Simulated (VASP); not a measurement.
Crystal: AlC3.

```
Al C
1.0
     3.50000    0.00000    0.00000
     0.00000    3.50000    0.00000
     0.00000    0.00000    3.50000
Al C
1 3
Direct
  0.00000 0.00000 0.00000
  0.50000 0.00000 0.00000
  0.00000 0.00000 0.50000
  0.00000 0.50000 0.00000
```

```yaml
Program: VASP 6.6.1
Task: relaxation of cell and atoms
Functional: PBE
Potentials_or_basis: VASP PAW PBE potentials, release 64 (Al, C)
Cutoff: 600 eV
k_mesh: 6 × 6 × 6
Occupations: fermi-dirac, width 0.05 eV
Spin: no spin polarisation
```

At the start: pressure 59.1 GPa; volume 10.72 Å³/atom.

Problem. How do energy, volume and symmetry change on relaxing?

Solution. Over 4 steps the energy falls by 631.3 meV/atom and the volume is 15.26 Å³/atom (+42.4 %); space group Pm-3m (No. 221, to 0.1 Å) before and after.

The path:
| step | energy change (eV) | largest force (eV/Å) | pressure (GPa) | volume (Å³) |
| --- | --- | --- | --- | --- |
| 1 | 0.0000 | 0.0000 | 59.10 | 42.88 |
| 2 | -2.0723 | 0.0000 | -11.16 | 72.39 |
| 3 | -2.5247 | 0.0000 | 0.55 | 60.62 |
| 4 | -2.5253 | 0.0000 | -0.10 | 61.05 |

Final structure:
```yaml
crystal:
  lattice:
    - [3.93766, 0.00000, 0.00000]
    - [0.00000, 3.93766, 0.00000]
    - [0.00000, 0.00000, 3.93766]
  atoms:
    - { symbol: Al, position: [0.00000, 0.00000, 0.00000] }
    - { symbol: C, position: [0.50000, 0.00000, 0.00000] }
    - { symbol: C, position: [0.00000, 0.00000, 0.50000] }
    - { symbol: C, position: [0.00000, 0.50000, 0.00000] }
```

Caveat: the volume moved by over 15 % at a fixed basis, so the end points are rough.
